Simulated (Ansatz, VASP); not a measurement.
**TaN: VASP beside Ansatz**

The input INCAR:

```
PREC = Accurate ; ENCUT = 520
EDIFF = 1E-8 ; ISMEAR = -1
SIGMA = 0.02 ; LREAL = F
LASPH = T ; NELM = 60
ALGO = Normal ; ISIF = 2
LWAVE = F ; LCHARG = F
GGA = RE ; LEFG = T
NBANDS = 15
```

Contents of KPOINTS:

```
regular mesh
0
Gamma
  12 12 10
```

File POSCAR:

```
TaN
1.0
    2.9379988584      0.0000000000      0.0000000000
   -1.4689994292      2.5443816477      0.0000000000
    0.0000000000      0.0000000000      2.8830000000
Ta N
1 1
Direct
    0.3333333333      0.6666666667      0.5000000000
    0.0000000000      0.0000000000      0.0000000000
```

Input for Ansatz:

```yaml
crystal:
  lattice:
    - [2.9379988584, 0.0, 0.0]
    - [-1.4689994292, 2.5443816477, 0.0]
    - [0.0, 0.0, 2.883]
  atoms:
    - { symbol: Ta, position: [0.3333333333, 0.6666666667, 0.5] }
    - { symbol: "N", position: [0.0, 0.0, 0.0] }
kpoints:
  mp_grid: { grid: [12, 12, 10] }
scf:
  occupations: { method: fermi_dirac, width: 0.02 }
hamiltonian:
  xc: revpbe
  pseudopotentials: { kind: all_electron, datasets: crystal, nuclear_model: point }
output:
  forces: true
  stress: true
  eigenvalues: true
  efg: { contact_densities: true }
```

Alike in both runs: task electric field gradients; functional revPBE; k mesh 12 × 12 × 10; occupations fermi-dirac, width 0.02 eV; no spin polarisation.

|  | VASP | Ansatz |
| --- | --- | --- |
| version | VASP 6.6.1 | Ansatz 0.2.0 |
| potentials or method | VASP PAW PBE potentials, release 64 (Ta_pv, N), cutoff 520 eV | all-electron PAW with datasets made for the crystal, scalar-relativistic |

|  | VASP | Ansatz | Ansatz less VASP |
| --- | --- | --- | --- |
| gap on the k mesh at the Fermi level (eV) | none | none | - |
| pressure (GPa) | 8.8 | 8.3 | -0.54 |
| traceless stress, the component that is largest in VASP (GPa) | 1.20 | 1.10 | -0.096 |

VASP's potentials were made for PBE, not for revPBE. A gap of «none» marks a metal or a gap that the smearing closes. Ansatz ran all-electron here, and VASP with PAW potentials.

Spin-orbit coupling is off throughout.
